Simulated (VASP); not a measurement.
AlRu, 4 atoms in the cell. Symmetry: Pmma, No. 51, orthorhombic system. The conventional cell has a = 6.008 Å, b = 3.004 Å, c = 3.004 Å, α = 90.00°, β = 90.00°, γ = 90.00°. Within 3.4 Å of Al (site symmetry 2/m) lie 8 Ru at 2.57 to 2.63 Å and 6 Al at 3.00 Å. Ru (site symmetry mm2) has 8 Al at 2.57 to 2.63 Å and 6 Ru at 3.00 to 3.01 Å within 3.4 Å.  This cell differs from its parent crystal: atoms displaced along a vibrational mode.

```yaml
Program: VASP 6.6.1
Task: single point
Functional: PBE
Potentials_or_basis: VASP PAW PBE potentials, release 64 (Al, Ru_pv)
Cutoff: 520 eV
k_mesh: 14 × 14 × 8
Occupations: gaussian, width 0.15 eV
Spin: no spin polarisation
Dipole_correction: no
Further_INCAR_settings: ALGO = Fast; EDIFF = 1e-06; NBANDS = 25
```

Potentials or basis: VASP PAW PBE potentials, release 64 (Al, Ru_pv).

Run with:

```sh
$ cat potpaw_PBE.64/Al/POTCAR potpaw_PBE.64/Ru_pv/POTCAR > POTCAR
$ mpirun -np 1 vasp_std > vasp.out
```

Hardware: 1 thread of Intel(R) Xeon(R) Platinum 8259CL CPU @ 2.50GHz (Skylake/Cascade Lake) (shared host).

Estimate the wall time of this run.

It took 5.5 min on 1 thread of Intel(R) Xeon(R) Platinum 8259CL CPU @ 2.50GHz (Skylake/Cascade Lake), with other jobs on the host, peak memory 0.45 GiB. Counts: scf iterations 15, k points 320.
